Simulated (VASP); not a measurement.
# RbSrBr3 (P4/mmm) in VASP: settings compared

Aim: see how the results for RbSrBr3 move with the level of theory and the settings. Levels: PBE, r2SCAN. Tasks: single point.

Program: VASP 6.6.1. These are calculated values, not measurements. Logs are shortened: lines on timing, memory, paths and dates and some standing lists are left out, and cuts for length are marked.

**1. The cell of the first run**

Symmetry: P4/mmm, No. 123, tetragonal system. Conventional cell: a = 5.946 Å, b = 5.946 Å, c = 6.243 Å, α = 90.00°, β = 90.00°, γ = 90.00°. Within 5.5 Å of Rb (site symmetry 4/mmm) lie 12 Br at 4.20 to 4.31 Å and 8 Sr at 5.24 Å. Within 3.9 Å of Sr (site symmetry 4/mmm) lie 6 Br at 2.97 to 3.12 Å. Br (site symmetry mmm) has 2 Sr at 2.97 Å within 3.9 Å. Within 4.4 Å of Br (site symmetry 4/mmm) lie 2 Sr at 3.12 Å and 4 Rb at 4.20 Å and 8 Br at 4.31 Å.

**2. Single point, PBE (uniaxial x strain +5.0%)**

INCAR reads:

```
PREC = Accurate
ENCUT = 520
EDIFF = 1E-6
ISMEAR = -1
SIGMA = 0.02
LREAL = False
LASPH = True
NELM = 60
ALGO = Normal
ISIF = 2
LWAVE = False
LCHARG = False
GGA = PE
NBANDS = 28
```

KPOINTS reads:

```
regular mesh
0
Gamma
  4 4 4
```

POSCAR reads:

```
RbSrBr3
1.0
    6.2433788757      0.0000000000      0.0000000000
    0.0000000000      5.9460751198      0.0000000000
    0.0000000000      0.0000000000      5.9460751198
Rb Sr Br
1 1 3
Direct
    0.0000000000      0.0000000000      0.0000000000
    0.5000000000      0.5000000000      0.5000000000
    0.5000000000      0.5000000000      0.0000000000
    0.5000000000      0.0000000000      0.5000000000
    0.0000000000      0.5000000000      0.5000000000
```

Potentials or basis: VASP PAW PBE potentials, release 64 (Rb_sv, Sr_sv, Br).

Command:

```
$ cat potpaw_PBE.64/Rb_sv/POTCAR potpaw_PBE.64/Sr_sv/POTCAR potpaw_PBE.64/Br/POTCAR > POTCAR
$ mpirun -np 1 vasp_std > vasp.out
```

OUTCAR:

```text
PREC = Accurate
   ENCUT = 520
   EDIFF = 1E-6
   ISMEAR = -1
   LREAL = False
   LASPH = True
   NELM = 60
   ISIF = 2
   GGA = PE

 ion  position               nearest neighbor table
   1  0.000  0.000  0.000-   5 4.20   5 4.20   5 4.20   5 4.20   2 5.24   2 5.24   2 5.24   2 5.24
                             2 5.24   2 5.24   2 5.24   2 5.24
   2  0.500  0.500  0.500-   3 2.97   4 2.97   3 2.97   4 2.97   5 3.12   5 3.12   1 5.24   1 5.24
                             1 5.24   1 5.24   1 5.24   1 5.24   1 5.24   1 5.24
   3  0.500  0.500  0.000-   2 2.97   2 2.97
   4  0.500  0.000  0.500-   2 2.97   2 2.97
   5  0.000  0.500  0.500-   2 3.12   2 3.12   1 4.20   1 4.20   1 4.20   1 4.20

  LATTYP: Found a simple tetragonal cell.
 ALAT       =     5.9460751198
 C/A-ratio  =     1.0500000000

  Lattice vectors:

 A1 = (   0.0000000000,   5.9460751198,   0.0000000000)
 A2 = (   0.0000000000,   0.0000000000,   5.9460751198)
 A3 = (   6.2433788757,   0.0000000000,   0.0000000000)

Analysis of symmetry for initial positions (statically):
=====================================================================
 Subroutine PRICEL returns:
 Original cell was already a primitive cell.

 Routine SETGRP: Setting up the symmetry group for a
 simple tetragonal supercell.

 Subroutine GETGRP returns: Found 16 space group operations
 (whereof 16 operations were pure point group operations)
 out of a pool of 16 trial point group operations.

The static configuration has the point symmetry D_4h.

Analysis of symmetry for dynamics (positions and initial velocities):
=====================================================================
 Subroutine PRICEL returns:
 Original cell was already a primitive cell.

 Routine SETGRP: Setting up the symmetry group for a
 simple tetragonal supercell.

 Subroutine GETGRP returns: Found 16 space group operations
 (whereof 16 operations were pure point group operations)
 out of a pool of 16 trial point group operations.

The dynamic configuration has the point symmetry D_4h.

 Subroutine INISYM returns: Found 16 space group operations
 (whereof 16 operations are pure point group operations),
 and found     1 'primitive' translations

----------------------------------------------------------------------------------------

                                     Primitive cell

  volume of cell :     220.7397

  direct lattice vectors                    reciprocal lattice vectors
     6.243378876  0.000000000  0.000000000     0.160169681  0.000000000  0.000000000
     0.000000000  5.946075120  0.000000000     0.000000000  0.168178165  0.000000000
     0.000000000  0.000000000  5.946075120     0.000000000  0.000000000  0.168178165

  length of vectors
     6.243378876  5.946075120  5.946075120     0.160169681  0.168178165  0.168178165

  position of ions in fractional coordinates (direct lattice)
     0.000000000  0.000000000  0.000000000
     0.500000000  0.500000000  0.500000000
     0.500000000  0.500000000  0.000000000
     0.500000000  0.000000000  0.500000000
     0.000000000  0.500000000  0.500000000

  ion indices of the primitive-cell ions
   primitive index   ion index
                 1           1
                 2           2
                 3           3
                 4           4
                 5           5

----------------------------------------------------------------------------------------

 KPOINTS: regular mesh

Automatic generation of k-mesh.
 Grid dimensions read from file:
 generate k-points for:    4    4    4

 Generating k-lattice:

  Cartesian coordinates                     Fractional coordinates (reciprocal lattice)
     0.040042420  0.000000000  0.000000000     0.250000000  0.000000000  0.000000000
     0.000000000  0.042044541  0.000000000     0.000000000  0.250000000  0.000000000
     0.000000000  0.000000000  0.042044541     0.000000000  0.000000000  0.250000000

  Length of vectors
     0.040042420  0.042044541  0.042044541

  Shift w.r.t. Gamma in fractional coordinates (k-lattice)
     0.000000000  0.000000000  0.000000000

 Subroutine IBZKPT returns following result:
 ===========================================

 Found     18 irreducible k-points:

 Following reciprocal coordinates:
            Coordinates               Weight
  0.000000  0.000000  0.000000      1.000000
  0.250000  0.000000  0.000000      2.000000
  0.500000  0.000000  0.000000      1.000000
  0.000000  0.250000  0.000000      4.000000
  0.250000  0.250000  0.000000      8.000000
  0.500000  0.250000  0.000000      4.000000
[... 10 lines left out ...]
  0.250000  0.500000  0.500000      2.000000
  0.500000  0.500000  0.500000      1.000000
   k-points           NKPTS =     18   k-points in BZ     NKDIM =     18   number of bands    NBANDS=     28
   number of dos      NEDOS =    301   number of ions     NIONS =      5
   total plane-waves  NPLWV = 110592
   dimension x,y,z NGX =    48 NGY =   48 NGZ =   48
   dimension x,y,z NGXF=    96 NGYF=   96 NGZF=   96
   ions per type =               1   1   3
   NGX,Y,Z   is equivalent  to a cutoff of  12.78, 13.42, 13.42 a.u.
   NGXF,Y,Z  is equivalent  to a cutoff of  25.56, 26.84, 26.84 a.u.
 SYSTEM =  unknown system
   PREC   = accura    normal or accurate (medium, high low for compatibility)
   ISTART =      0    job   : 0-new  1-cont  2-samecut
   ICHARG =      2    charge: 1-file 2-atom 10-const
   ISPIN  =      1    spin polarized calculation?
   LNONCOLLINEAR =      F non collinear calculations
   LSORBIT =      F    spin-orbit coupling
   LASPH  =      T    aspherical Exc in radial PAW
   ENCUT  =  520.0 eV  38.22 Ry    6.18 a.u.  11.61 11.06 11.06*2*pi/ulx,y,z
   NELM   =     60;   NELMIN=  2; NELMDL= -5     # of ELM steps
   EDIFF  = 0.1E-05   stopping-criterion for ELM
   LREAL  =      F    real-space projection
   EDIFFG = 0.1E-04   stopping-criterion for IOM
   NSW    =      0    number of steps for IOM
   IBRION =     -1    ionic relax: 0-MD 1-quasi-New 2-CG
   NFREE  =      0    steps in history (QN), initial steepest desc. (CG)
   ISIF   =      2    stress and relaxation
   ISYM   =      2    0-nonsym 1-usesym 2-fastsym
   POTIM  = 0.5000    time-step for ionic-motion
   TEBEG  =    0.0;   TEEND  =   0.0 temperature during run
   PSTRESS=    0.0 pullay stress
   NELECT =      40.0000    total number of electrons
   NUPDOWN=      -1.0000    fix difference up-down
   EMIN   =  10.00;   EMAX   =-10.00  energy-range for DOS
   EFERMI =   0.00;   METHOD = LEGACY
   ISMEAR =    -1;   SIGMA  =   0.02  broadening in eV -4-tet -1-fermi 0-gaus
   EFERMI_NEDOS =   21; number of points for ismear=-14 and -15
   IALGO  =     38    algorithm
   IMIX   =      4    mixing-type and parameters
     AMIX     =   0.40;   BMIX     =  1.00
     AMIX_MAG =   1.60;   BMIX_MAG =  1.00
  volume/ion in A,a.u.               =      44.15       297.93
  Fermi-wavevector in a.u.,A,eV,Ry     =   0.926406  1.750653 11.676901  0.858228
  Thomas-Fermi vector in A             =   2.052365
   LORBIT       =      0    0 simple, 1 ext, 2 COOP (PROOUT), +10 PAW based schemes
   GGA     = PE    functional components
   LHFCALC =     F    Hartree Fock is set to
   AEXX    =    0.0000 exact exchange contribution
   IVDW    =     0    specifies the selected vdW correction
   LEPSILON=     F    determine dielectric tensor
   LRPA    =     F    only Hartree local field effects (RPA)
 non-spin polarized calculation
  energy-cutoff  :      520.00
  volume of cell :      220.74
 maximum number of plane-waves:      5968
 NGX is ok and might be reduce to    48
   NGX = 23   NGY = 23   NGZ = 23

 number of electron      40.0000002 magnetization

 Free energy of the ion-electron system (eV)
  ---------------------------------------------------
  ext. energy  EPLUGINS =         0.00000000
  ---------------------------------------------------
  free energy    TOTEN  =       -17.25451305 eV

  energy without entropy =      -17.25451305  energy(sigma->0) =      -17.25451305

 E-fermi :  -1.1340     XC(G=0):  -6.9023

 val. band max:       -1.6107475820   @ k =   0.5000   0.5000   0.5000
 cond. band min:       2.1919957483   @ k =   0.0000   0.0000   0.0000
 fundamental gap:      3.8027433304
 Fermi energy:        -1.1339721808

 k-point     1 :       0.0000    0.0000    0.0000
  band No.  band energies     occupation
      1     -34.8178      2.00000
      2     -27.2881      2.00000
      3     -16.8892      2.00000
      4     -16.8892      2.00000
      5     -16.8649      2.00000
      6     -14.3478      2.00000
[... 20 lines left out ...]
     27       4.8820      0.00000
     28       5.2790      0.00000

 k-point     2 :       0.2500    0.0000    0.0000
  band No.  band energies     occupation
      1     -34.8178      2.00000
      2     -27.2880      2.00000
      3     -16.8979      2.00000
      4     -16.8890      2.00000
      5     -16.8890      2.00000
      6     -14.3351      2.00000
[... 20 lines left out ...]
     27       5.2710      0.00000
     28       5.2953      0.00000

 k-point     3 :       0.5000    0.0000    0.0000
  band No.  band energies     occupation
      1     -34.8177      2.00000
      2     -27.2880      2.00000
      3     -16.9296      2.00000
      4     -16.8889      2.00000
      5     -16.8889      2.00000
      6     -14.3269      2.00000
[... 20 lines left out ...]
     27       5.3041      0.00000
     28       5.5544      0.00000

 k-point     4 :       0.0000    0.2500    0.0000
  band No.  band energies     occupation
      1     -34.8177      2.00000
      2     -27.2880      2.00000
      3     -16.9577      2.00000
      4     -16.8888      2.00000
      5     -16.8645      2.00000
      6     -14.2945      2.00000
[... 392 lines left out ...]
     27       5.8038      0.00000
     28       5.8308      0.00000

 k-point    17 :       0.2500    0.5000    0.5000
  band No.  band energies     occupation
      1     -34.8174      2.00000
      2     -27.2879      2.00000
      3     -17.0200      2.00000
      4     -17.0200      2.00000
      5     -16.8963      2.00000
      6     -14.0278      2.00000
[... 20 lines left out ...]
     27       5.8305      0.00000
     28       6.2409      0.00000

 k-point    18 :       0.5000    0.5000    0.5000
  band No.  band energies     occupation
      1     -34.8174      2.00000
      2     -27.2878      2.00000
      3     -17.0197      2.00000
      4     -17.0197      2.00000
      5     -16.9280      2.00000
      6     -13.9776      2.00000
[... 20 lines left out ...]
     27       5.8771      0.00000
     28       6.6701      0.00000

------------------------ aborting loop because EDIFF is reached ----------------------------------------

  FORCE on cell =-STRESS in cart. coord.  units (eV):
  Direction    XX          YY          ZZ          XY          YZ          ZX
  --------------------------------------------------------------------------------------
  -------------------------------------------------------------------------------------
  Total       -1.6114750      0.3394264      0.3394264      0.0000000      0.0000000      0.0000000
  in kB      -11.6964397      2.4636316      2.4636316      0.0000000      0.0000000      0.0000000
  external PRESSURE =      -2.2563922 kB  Pullay stress =       0.0000000 kB

 VOLUME and BASIS-vectors are now :
 -----------------------------------------------------------------------------
  energy-cutoff  :      520.00
  volume of cell :      220.74
      direct lattice vectors                 reciprocal lattice vectors
     6.243378876  0.000000000  0.000000000     0.160169681  0.000000000  0.000000000
     0.000000000  5.946075120  0.000000000     0.000000000  0.168178165  0.000000000
     0.000000000  0.000000000  5.946075120     0.000000000  0.000000000  0.168178165

 POSITION                                       TOTAL-FORCE (eV/Angst)
 -----------------------------------------------------------------------------------
      0.00000      0.00000      0.00000         0.000000      0.000000      0.000000
      3.12169      2.97304      2.97304         0.000000      0.000000      0.000000
      3.12169      2.97304      0.00000         0.000000      0.000000      0.000000
      3.12169      0.00000      2.97304         0.000000      0.000000      0.000000
      0.00000      2.97304      2.97304         0.000000      0.000000      0.000000
 -----------------------------------------------------------------------------------
    total drift:                                0.000000     -0.000000     -0.000000

  FREE ENERGIE OF THE ION-ELECTRON SYSTEM (eV)
  ---------------------------------------------------
  free  energy   TOTEN  =       -17.2545130532 eV

  energy  without entropy=      -17.2545130532  energy(sigma->0) =      -17.25451305
```

It took 2.2 min on 1 thread of Intel Xeon 8259CL, shared host; peak memory 0.39 GiB.

Results:

* Free energy: -17.2545 eV
* Pressure: -0.2 GPa
* Band gap on the k mesh: 3.80 eV (least direct gap 4.06 eV)

Stress tensor (GPa, compression positive):
```
-1.17  0.00  0.00
 0.00  0.25  0.00
 0.00  0.00  0.25
```

Caveat: the cell differs from its parent crystal (uniaxial x strain +5.0%).

**3. Single point, r2SCAN (uniaxial x strain +5.0%)**

POSCAR is that of step 2.

INCAR.step1 reads:

```
SYSTEM = RbSrBr3
PREC = Accurate ; ENCUT = 520
ISMEAR = 0 ; SIGMA = 0.01
LREAL = .FALSE. ; LASPH = .TRUE.
NELM = 80 ; NBANDS = 28
GGA = PE ; ALGO = Normal
EDIFF = 1E-4 ; LWAVE = .TRUE.
LCHARG = .FALSE.
```

INCAR.step2 reads:

```
SYSTEM = RbSrBr3
PREC = Accurate ; ENCUT = 520
EDIFF = 1E-6 ; ISMEAR = 0
SIGMA = 0.01 ; LREAL = .FALSE.
LASPH = .TRUE. ; NELM = 80
ALGO = Normal ; ISIF = 2
LWAVE = .FALSE. ; LCHARG = .FALSE.
METAGGA = R2SCAN ; LMIXTAU = .TRUE.
NBANDS = 28 ; ISTART = 1
```

KPOINTS reads:

```
regular mesh
0
G
  4 4 4
  0 0 0
```

Potentials or basis: VASP PAW PBE potentials, release 64 (Rb_sv, Sr_sv, Br).

Command:

```
$ cat potpaw_PBE.64/Rb_sv/POTCAR potpaw_PBE.64/Sr_sv/POTCAR potpaw_PBE.64/Br/POTCAR > POTCAR
$ cp INCAR.step1 INCAR
$ mpirun -np 1 vasp_std > vasp.out
$ cp INCAR.step2 INCAR
$ mpirun -np 1 vasp_std > vasp.out
```

Run time: 7 min. Hardware: 1 thread of Intel Xeon 8259CL, shared host; peak memory 0.44 GiB.

It converged, with:

| Quantity | Value |
| --- | --- |
| Free energy | -79.7384 eV |
| Pressure | -0.7 GPa |
| Band gap on the k mesh | 4.48 eV (least direct gap 4.75 eV) |

Stress tensor (GPa, compression positive):
```
-1.69  0.00  0.00
 0.00 -0.18  0.00
 0.00  0.00 -0.18
```

Levels at points of the mesh, in eV from the valence-band top:
```csv
k point,band 17,band 18,band 19,band 20,band 21,band 22,band 23,band 24
"(0.00, 0.00, 0.00)",-0.43,-0.29,-0.27,-0.27,4.48,5.77,5.77,5.79
"(0.50, 0.00, 0.00)",-0.60,-0.57,-0.34,-0.34,5.93,6.02,6.24,6.75
"(0.00, 0.50, 0.00)",-0.73,-0.54,-0.36,-0.34,5.98,6.11,6.21,7.01
"(0.50, 0.50, 0.00)",-0.71,-0.70,-0.62,-0.06,6.84,6.89,7.05,7.26
"(0.00, 0.50, 0.50)",-0.79,-0.61,-0.61,-0.01,6.91,6.94,7.10,7.10
"(0.50, 0.50, 0.50)",-1.19,-0.05,-0.05,0.00,6.06,6.90,6.90,6.95
```

Caveat: the cell differs from its parent crystal (uniaxial x strain +5.0%); the PAW data sets were made with another functional, which shifts forces and pressure a little.
